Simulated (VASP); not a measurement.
Write the native input for VASP 6.6.1 that does the following.

```yaml
Task: single point
Functional: LDA
Potentials_or_basis: VASP PAW LDA potentials, release 64 (Sc_sv, Al)
Cutoff: 520 eV
k_mesh: 6 × 6 × 4
Occupations: fermi-dirac, width 0.1 eV
Spin: no spin polarisation
Dipole_correction: no
Further_INCAR_settings: ALGO = Normal; EDIFF = 1e-06; NBANDS = 34
```

The structure of Sc2Al lies in POSCAR:

```
Sc2Al
1.0
    4.9780876756      0.0000000000      0.0000000000
   -2.4890489252      4.3111559337      0.0000000000
    0.0000000000      0.0000000000      6.2690647663
Sc Al
4 2
Direct
    0.0000000000      0.0000000000      0.0000000000
    0.0000000000      0.0000000000      0.5000000000
    0.3333333333      0.6666666667      0.7500000000
    0.6666666667      0.3333333333      0.2500000000
    0.3333333333      0.6666666667      0.2500000000
    0.6666666667      0.3333333333      0.7500000000
```

One way to write it, as run:

INCAR

```
PREC = Accurate
ENCUT = 520
EDIFF = 1E-6
ISMEAR = -1
SIGMA = 0.1
LREAL = F
LASPH = T
NELM = 80
ALGO = Normal
ISIF = 2
LWAVE = F
LCHARG = F
NBANDS = 34
```

KPOINTS

```
regular mesh
0
Gamma
  6 6 4
```

Potentials or basis: VASP PAW LDA potentials, release 64 (Sc_sv, Al).

Command:

```console
$ cat potpaw_LDA.64/Sc_sv/POTCAR potpaw_LDA.64/Al/POTCAR > POTCAR
$ mpirun -np 1 vasp_std > vasp.out
```

It gave:

The pressure is -7.3 GPa and the band gap on the k mesh is zero (bands 25 and 26 overlap by 0.66 eV).

Caveat: the cell stands under tension.

Run time: 98 s on 1 thread of Oxide Virtual Turin-like Processor, with other jobs on the host, peak memory 0.22 GiB.
